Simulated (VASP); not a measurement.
La3O:

```
La O
1.0
     5.76524    0.00000    0.00000
    -2.88262    4.99284    0.00000
     0.00000    0.00000    3.53950
La O
3 1
Direct
  0.50000 0.00000 0.00000
  0.00000 0.50000 0.00000
  0.50000 0.50000 0.00000
  0.00000 0.00000 0.50000
```

The cell was generated, and may not be a known phase.

* Program: VASP 6.6.1
* Task: relaxation of cell and atoms
* Functional: PBE
* Potentials or basis: VASP PAW PBE potentials, release 64 (La, O)
* Cutoff: 600 eV
* k mesh: 3 × 3 × 6
* Occupations: gaussian, width 0.1 eV
* Spin: no spin polarisation

At the start: pressure 3.3 GPa; volume 25.47 Å³/atom.

How do energy, volume and symmetry change on relaxing?

Over 5 steps the energy falls by 78.1 meV/atom and the volume is 26.50 Å³/atom (+4.0 %); space group P6/mmm (No. 191, to 0.1 Å) before and after.

Step by step:
```tsv
step	energy change (eV)	largest force (eV/Å)	pressure (GPa)	volume (Å³)
1	0.0000	0.0000	3.32	101.88
2	-0.2859	0.0000	-1.31	109.43
3	-0.3067	0.0000	-0.73	107.82
4	-0.3066	0.0000	-0.69	107.70
5	-0.3125	0.0000	-0.10	105.99
```

Final structure:
```
La O
1.0
     6.02049    0.00000    0.00000
    -3.01024    5.21389    0.00000
     0.00000    0.00000    3.37657
La O
3 1
Direct
  0.50000 0.00000 0.00000
  0.00000 0.50000 0.00000
  0.50000 0.50000 0.00000
  0.00000 0.00000 0.50000
```

Caveat: the k points lie up to 0.40 Å⁻¹ apart in the final cell, too coarse for converged energies and pressures of a metal; an odd number of electrons without spin polarisation forces a metal; a magnetic or distorted state may lie lower.
